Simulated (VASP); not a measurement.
Here is a VASP 6.6.1 calculation.

File POSCAR:

```
SrTiO3
1.0
    3.8659189548      0.0000000000      0.0000000000
    0.0000000000      3.8659189548      0.0000000000
    0.0000000000      0.0000000000      3.8659189548
Sr Ti O
1 1 3
Direct
    0.0000000000      0.0000000000      0.0000000000
    0.5000000000      0.5000000000      0.5000000000
    0.5000000000      0.0000000000      0.5000000000
    0.5000000000      0.5000000000      0.0000000000
    0.0000000000      0.5000000000      0.5000000000
```

INCAR.step1

```
SYSTEM = SrTiO3
ALGO = Normal
EDIFF = 1E-4
ENCUT = 600
GGA = PE
ISMEAR = 0
LASPH = .True.
LCHARG = .False.
LDAU = .True.
LDAUJ = 0 0 0
LDAUL = -1 2 -1
LDAUTYPE = 2
LDAUU = 0 4 0
LMAXMIX = 4
LREAL = .False.
LWAVE = .True.
NELM = 150
PREC = Accurate
SIGMA = 0.02
```

The input INCAR.step2:

```
SYSTEM = SrTiO3
ALGO = Normal
EDIFF = 1E-7
EDIFFG = -0.008
ENCUT = 600
IBRION = 2
ISIF = 3
ISMEAR = 0
ISTART = 1
LASPH = .True.
LCHARG = .False.
LDAU = .True.
LDAUJ = 0 0 0
LDAUL = -1 2 -1
LDAUPRINT = 1
LDAUTYPE = 2
LDAUU = 0 4 0
LMAXMIX = 4
LMIXTAU = .True.
LREAL = .False.
LWAVE = .False.
METAGGA = R2SCAN
NELM = 150
NSW = 70
PREC = Accurate
PSTRESS = 80.0
SIGMA = 0.02
```

File KPOINTS:

```
k-points
0
Gamma
  6 6 6
  0 0 0
```

Potentials or basis: VASP PAW PBE potentials, release 64 (Sr_sv, Ti_sv, O).

Launch:

```console
$ cat potpaw_PBE.64/Sr_sv/POTCAR potpaw_PBE.64/Ti_sv/POTCAR potpaw_PBE.64/O/POTCAR > POTCAR
$ cp INCAR.step1 INCAR
$ mpirun -np 1 vasp_std > vasp.out
$ cp INCAR.step2 INCAR
$ mpirun -np 1 vasp_std > vasp.out
```

Problem. Estimate the relaxed volume.

Solution. 11.74 Å³/atom.

Problem. Predict the relaxed cell.

Solution. a = 3.887 Å, b = 3.887 Å, c = 3.887 Å, α = 90.00°, β = 90.00°, γ = 90.00°.

The path:
| step | energy change (eV) | largest force (eV/Å) | pressure (GPa) | volume (Å³) |
| --- | --- | --- | --- | --- |
| 1 | 0.0000 | 0.0000 | 11.63 | 57.78 |
| 2 | -0.1029 | 0.0000 | 3.53 | 59.99 |
| 3 | -0.0576 | 0.0000 | 8.00 | 58.72 |

Caveat: the cell is relaxed towards a set pressure, so the run minimises the enthalpy, not the energy; the PAW data sets were made with another functional, which shifts forces and pressure a little.
